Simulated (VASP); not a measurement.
Runs of VASP 6.6.1 on Ga. The structure is that of space group I4/mmm (No. 139), or close to it. The cells are those of the table. 

| task | cell | cutoff (eV) | gap on the mesh (eV) | pressure (GPa) |
| --- | --- | --- | --- | --- |
| single point | a = 3.036 Å, angles 124.5, 124.5, 82.3°, 1 atom | 520 | none | -1.7 |
| single point | a = 2.973 Å, angles 124.4, 124.4, 82.6°, 1 atom | 520 | none | 2.1 |
| single point | a = 3.005 Å, angles 124.5, 124.5, 82.4°, 1 atom | 520 | none | (a) |
| relaxation of shape and atoms at fixed volume | relaxed from a = 2.942 Å, angles 124.4, 124.4, 82.6°, 1 atom | 600 | none | 4.4 |
| relaxation of shape and atoms at fixed volume | relaxed from a = 2.975 Å, angles 124.5, 124.5, 82.4°, 1 atom | 600 | none | 2.0 |

Alike in all rows: level PBEsol; potentials or basis VASP PAW PBE potentials, release 64 (Ga_d); no spin polarisation; k mesh 20 × 20 × 20; smearing gaussian 0.1 eV.

**Question.** Estimate the missing entries.

**Answer.** (a) 0.0.

Caveats: the PAW data sets were made with another functional, which shifts forces and pressure a little.

A k mesh can miss the band edges, and the runs leave out spin-orbit coupling on Ga.

A gap of «none» marks levels without a gap at the run's occupations.
